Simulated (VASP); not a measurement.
# Nb4H in VASP: notebook

Runs on Nb4H. Level: PBE. Tasks: single point.

All numbers are computed with VASP 6.6.1; they aren't measurements. Logs are shortened: lines on timing, memory, paths and dates and some standing lists are left out, and cuts for length are marked.

### Step 1. The cell of the first run

The cell holds a slab with vacuum, 5 atoms: a = 2.983 Å, b = 4.218 Å, c = 19.813 Å, α = 90.00°, β = 90.00°, γ = 90.00°.

### Step 2. Single point, PBE

Input file INCAR:

```
ALGO     = Normal         # electronic algorithm
DIPOL    = 0.5 0.5 0.347
EDIFF    = 1E-6           # SCF threshold, eV
ENCUT    = 520            # plane-wave cutoff, eV
GGA      = PE             # functional
IDIPOL   = 3            
ISIF     = 2              # what is computed and relaxed
ISMEAR   = 0              # smearing method
LASPH    = T              # aspherical terms in the spheres
LCHARG   = T              # write CHGCAR
LDIPOL   = T            
LELF     = T              # ELF
LREAL    = F              # projectors in reciprocal space
LVACPOTAV= T            
LVHAR    = T            
LWAVE    = F              # write WAVECAR
NBANDS   = 34             # bands
NELM     = 60             # most SCF steps
PREC     = Accurate       # precision mode
SIGMA    = 0.1            # smearing width, eV
```

Input file KPOINTS:

```
k-points
0
Gamma
  9 6 1
```

Input file POSCAR:

```
Nb4H
1.0
    2.9829001615      0.0000000000      0.0000000000
    0.0000000000      4.2184578637      0.0000000000
    0.0000000000      0.0000000000     19.8127690725
Nb H
4 1
Direct
    0.5000000000      0.5000000000      0.2018900026
    0.0000000000      0.0000000000      0.2771672178
    0.5000000000      0.5000000000      0.3569599732
    0.0000000000      0.0000000000      0.4195662425
    0.5000000000      0.1000000000      0.4802445259
```

Potentials or basis: VASP PAW PBE potentials, release 64 (Nb_sv, H).

The run is started by

```
$ cat potpaw_PBE.64/Nb_sv/POTCAR potpaw_PBE.64/H/POTCAR > POTCAR
$ mpirun -np 1 vasp_std > vasp.out
```

OUTCAR:

```text
EDIFF = 1E-6
   ENCUT = 520
   GGA = PE
   ISIF = 2
   ISMEAR = 0
   LASPH = T
   LREAL = F
   NELM = 60
   PREC = Accurate

 ion  position               nearest neighbor table
   1  0.500  0.500  0.202-   2 2.98   2 2.98   2 2.98   2 2.98
   2  0.000  0.000  0.277-   4 2.82   1 2.98   1 2.98   1 2.98   1 2.98   3 3.03   3 3.03   3 3.03
                             3 3.03
   3  0.500  0.500  0.357-   4 2.87   4 2.87   4 2.87   4 2.87   2 3.03   2 3.03   2 3.03   2 3.03

   4  0.000  0.000  0.420-   5 1.96   5 1.96   2 2.82   3 2.87   3 2.87   3 2.87   3 2.87
   5  0.500  0.100  0.480-   4 1.96   4 1.96

  LATTYP: Found a simple orthorhombic cell.
 ALAT       =     2.9829001615
 B/A-ratio  =     1.4142135624
 C/A-ratio  =     6.6421160615

  Lattice vectors:

 A1 = (   2.9829001615,   0.0000000000,   0.0000000000)
 A2 = (   0.0000000000,   4.2184578637,   0.0000000000)
 A3 = (   0.0000000000,   0.0000000000,  19.8127690725)

Analysis of symmetry for initial positions (statically):
=====================================================================
 Subroutine PRICEL returns:
 Original cell was already a primitive cell.

 Routine SETGRP: Setting up the symmetry group for a
 simple orthorhombic supercell.

 Subroutine GETGRP returns: Found  2 space group operations
 (whereof  2 operations were pure point group operations)
 out of a pool of  8 trial point group operations.

The static configuration has the point symmetry C_1h.

Analysis of symmetry for dynamics (positions and initial velocities):
=====================================================================
 Subroutine PRICEL returns:
 Original cell was already a primitive cell.

 Routine SETGRP: Setting up the symmetry group for a
 simple orthorhombic supercell.

 Subroutine GETGRP returns: Found  2 space group operations
 (whereof  2 operations were pure point group operations)
 out of a pool of  8 trial point group operations.

The dynamic configuration has the point symmetry C_1h.

 Subroutine INISYM returns: Found  2 space group operations
 (whereof  2 operations are pure point group operations),
 and found     1 'primitive' translations

----------------------------------------------------------------------------------------

                                     Primitive cell

  volume of cell :     249.3088

  direct lattice vectors                    reciprocal lattice vectors
     2.982900161  0.000000000  0.000000000     0.335244207  0.000000000  0.000000000
     0.000000000  4.218457864  0.000000000     0.000000000  0.237053452  0.000000000
     0.000000000  0.000000000 19.812769073     0.000000000  0.000000000  0.050472501

  length of vectors
     2.982900161  4.218457864 19.812769073     0.335244207  0.237053452  0.050472501

  position of ions in fractional coordinates (direct lattice)
     0.500000000  0.500000000  0.201890003
     0.000000000  0.000000000  0.277167218
     0.500000000  0.500000000  0.356959973
     0.000000000  0.000000000  0.419566242
     0.500000000  0.100000000  0.480244526

  ion indices of the primitive-cell ions
   primitive index   ion index
                 1           1
                 2           2
                 3           3
                 4           4
                 5           5

----------------------------------------------------------------------------------------

 KPOINTS: k-points

Automatic generation of k-mesh.
 Grid dimensions read from file:
 generate k-points for:    9    6    1

 Generating k-lattice:

  Cartesian coordinates                     Fractional coordinates (reciprocal lattice)
     0.037249356  0.000000000  0.000000000     0.111111111  0.000000000  0.000000000
     0.000000000  0.039508909  0.000000000     0.000000000  0.166666667  0.000000000
     0.000000000  0.000000000  0.050472501     0.000000000  0.000000000  1.000000000

  Length of vectors
     0.037249356  0.039508909  0.050472501

  Shift w.r.t. Gamma in fractional coordinates (k-lattice)
     0.000000000  0.000000000  0.000000000

 Subroutine IBZKPT returns following result:
 ===========================================

 Found     20 irreducible k-points:

 Following reciprocal coordinates:
            Coordinates               Weight
  0.000000  0.000000  0.000000      1.000000
  0.111111  0.000000  0.000000      2.000000
  0.222222  0.000000  0.000000      2.000000
  0.333333  0.000000  0.000000      2.000000
  0.444444  0.000000  0.000000      2.000000
  0.000000  0.166667  0.000000      2.000000
[... 12 lines left out ...]
  0.333333  0.500000  0.000000      2.000000
  0.444444  0.500000  0.000000      2.000000
   k-points           NKPTS =     20   k-points in BZ     NKDIM =     20   number of bands    NBANDS=     34
   number of dos      NEDOS =    301   number of ions     NIONS =      5
   total plane-waves  NPLWV = 115200
   dimension x,y,z NGX =    24 NGY =   32 NGZ =  150
   dimension x,y,z NGXF=    48 NGYF=   64 NGZF=  300
   ions per type =               4   1
   NGX,Y,Z   is equivalent  to a cutoff of  13.38, 12.61, 12.59 a.u.
   NGXF,Y,Z  is equivalent  to a cutoff of  26.75, 25.22, 25.17 a.u.
 SYSTEM =  unknown system
   PREC   = accura    normal or accurate (medium, high low for compatibility)
   ISTART =      0    job   : 0-new  1-cont  2-samecut
   ICHARG =      2    charge: 1-file 2-atom 10-const
   ISPIN  =      1    spin polarized calculation?
   LNONCOLLINEAR =      F non collinear calculations
   LSORBIT =      F    spin-orbit coupling
   LASPH  =      T    aspherical Exc in radial PAW
   ENCUT  =  520.0 eV  38.22 Ry    6.18 a.u.   5.55  7.84 36.84*2*pi/ulx,y,z
   NELM   =     60;   NELMIN=  2; NELMDL= -5     # of ELM steps
   EDIFF  = 0.1E-05   stopping-criterion for ELM
   LREAL  =      F    real-space projection
   EDIFFG = 0.1E-04   stopping-criterion for IOM
   NSW    =      0    number of steps for IOM
   IBRION =     -1    ionic relax: 0-MD 1-quasi-New 2-CG
   NFREE  =      0    steps in history (QN), initial steepest desc. (CG)
   ISIF   =      2    stress and relaxation
   ISYM   =      2    0-nonsym 1-usesym 2-fastsym
   POTIM  = 0.5000    time-step for ionic-motion
   TEBEG  =    0.0;   TEEND  =   0.0 temperature during run
   PSTRESS=    0.0 pullay stress
   NELECT =      53.0000    total number of electrons
   NUPDOWN=      -1.0000    fix difference up-down
   EMIN   =  10.00;   EMAX   =-10.00  energy-range for DOS
   EFERMI =   0.00;   METHOD = LEGACY
   ISMEAR =     0;   SIGMA  =   0.10  broadening in eV -4-tet -1-fermi 0-gaus
   EFERMI_NEDOS =   21; number of points for ismear=-14 and -15
   IALGO  =     38    algorithm
   IMIX   =      4    mixing-type and parameters
     AMIX     =   0.40;   BMIX     =  1.00
     AMIX_MAG =   1.60;   BMIX_MAG =  1.00
  volume/ion in A,a.u.               =      49.86       336.48
  Fermi-wavevector in a.u.,A,eV,Ry     =   0.977059  1.846374 12.988732  0.954645
  Thomas-Fermi vector in A             =   2.107727
   LORBIT       =      0    0 simple, 1 ext, 2 COOP (PROOUT), +10 PAW based schemes
   GGA     = PE    functional components
   LHFCALC =     F    Hartree Fock is set to
   AEXX    =    0.0000 exact exchange contribution
   IVDW    =     0    specifies the selected vdW correction
   LEPSILON=     F    determine dielectric tensor
   LRPA    =     F    only Hartree local field effects (RPA)
 non-spin polarized calculation
 Gauss-broadening in eV      SIGMA  =   0.10
  energy-cutoff  :      520.00
  volume of cell :      249.31
 maximum number of plane-waves:      6753
 NGX is ok and might be reduce to    24
   NGX = 11   NGY = 15   NGZ = 73

 dipolmoment           0.000000      0.000000     -0.127324 electrons x Angstroem

 number of electron      53.0000006 magnetization

 dipolmoment           0.000000      0.000000      0.087561 electrons x Angstroem

 Free energy of the ion-electron system (eV)
  ---------------------------------------------------
  ext. energy  EPLUGINS =         0.00000000
  ---------------------------------------------------
  free energy    TOTEN  =       -40.15602131 eV

  energy without entropy =      -40.11628454  energy(sigma->0) =      -40.13615292

 E-fermi :   0.4765     XC(G=0):  -4.8802

 val. band max:        0.4655756873   @ k =   0.2222   0.0000   0.0000
 cond. band min:       0.4878008822   @ k =   0.1111   0.0000   0.0000
 fundamental gap:      0.0222251949
 Fermi energy:         0.4764719236

 k-point     1 :       0.0000    0.0000    0.0000
  band No.  band energies     occupation
      1     -54.4887      2.00000
      2     -54.3294      2.00000
      3     -54.2277      2.00000
      4     -54.0589      2.00000
      5     -30.8270      2.00000
      6     -30.6803      2.00000
[... 26 lines left out ...]
     33       2.3639      0.00000
     34       2.7217      0.00000

 k-point     2 :       0.1111    0.0000    0.0000
  band No.  band energies     occupation
      1     -54.4787      2.00000
      2     -54.3196      2.00000
      3     -54.2192      2.00000
      4     -54.0575      2.00000
      5     -30.7931      2.00000
      6     -30.6776      2.00000
[... 26 lines left out ...]
     33       2.5784      0.00000
     34       2.7205      0.00000

 k-point     3 :       0.2222    0.0000    0.0000
  band No.  band energies     occupation
      1     -54.4531      2.00000
      2     -54.2954      2.00000
      3     -54.1954      2.00000
      4     -54.0558      2.00000
      5     -30.7002      2.00000
      6     -30.6838      2.00000
[... 26 lines left out ...]
     33       2.6742      0.00000
     34       2.9992      0.00000
[... 556 lines left out ...]
 k-point    19 :       0.3333    0.5000    0.0000
  band No.  band energies     occupation
      1     -54.4161      2.00000
      2     -54.2671      2.00000
      3     -54.1397      2.00000
      4     -54.0886      2.00000
      5     -30.7902      2.00000
      6     -30.7816      2.00000
[... 26 lines left out ...]
     33       2.6505      0.00000
     34       2.7468      0.00000

 k-point    20 :       0.4444    0.5000    0.0000
  band No.  band energies     occupation
      1     -54.4022      2.00000
      2     -54.2528      2.00000
      3     -54.1251      2.00000
      4     -54.0742      2.00000
      5     -30.8950      2.00000
      6     -30.8877      2.00000
[... 26 lines left out ...]
     33       2.6973      0.00000
     34       3.1351      0.00000

------------------------ aborting loop because EDIFF is reached ----------------------------------------

  FORCE on cell =-STRESS in cart. coord.  units (eV):
  Direction    XX          YY          ZZ          XY          YZ          ZX
  --------------------------------------------------------------------------------------
  -------------------------------------------------------------------------------------
  Total       -4.9417843     -4.4627485     -1.1429568      0.0000000      0.2733368      0.0000000
  in kB      -31.7582640    -28.6797514     -7.3451857      0.0000000      1.7565925      0.0000000
  external PRESSURE =     -22.5944004 kB  Pullay stress =       0.0000000 kB

 VOLUME and BASIS-vectors are now :
 -----------------------------------------------------------------------------
  energy-cutoff  :      520.00
  volume of cell :      249.31
      direct lattice vectors                 reciprocal lattice vectors
     2.982900161  0.000000000  0.000000000     0.335244207  0.000000000  0.000000000
     0.000000000  4.218457864  0.000000000     0.000000000  0.237053452  0.000000000
     0.000000000  0.000000000 19.812769073     0.000000000  0.000000000  0.050472501

 POSITION                                       TOTAL-FORCE (eV/Angst)
 -----------------------------------------------------------------------------------
      1.49145      2.10923      4.00000         0.000000      0.028059      1.352175
      0.00000      0.00000      5.49145         0.000000     -0.038980     -1.469991
      1.49145      2.10923      7.07237         0.000000     -0.422574     -0.473296
      0.00000      0.00000      8.31277         0.000000      0.633219      0.581312
      1.49145      0.42185      9.51497         0.000000     -0.199724      0.009801
 -----------------------------------------------------------------------------------
    total drift:                                0.000000     -0.000017      0.000938

  FREE ENERGIE OF THE ION-ELECTRON SYSTEM (eV)
  ---------------------------------------------------
  free  energy   TOTEN  =       -40.1560213075 eV

  energy  without entropy=      -40.1162845365  energy(sigma->0) =      -40.13615292

 vacuum level on the upper side and lower side of the slab         5.322         4.062
```

Wall time 2.2 min (1 thread of Intel Xeon 6975P-C (Granite Rapids), shared host); peak memory 0.39 GiB.

What came out:

| Quantity | Value |
| --- | --- |
| Free energy | -40.1560 eV |
| Largest force | 1.471 eV/Å |

Forces on the atoms (eV/Å):
```
Nb   0.000  0.028  1.352
Nb   0.000 -0.039 -1.470
Nb   0.000 -0.423 -0.473
Nb   0.000  0.633  0.581
H    0.000 -0.200  0.010
```

(Continued in part 2 of 3.)
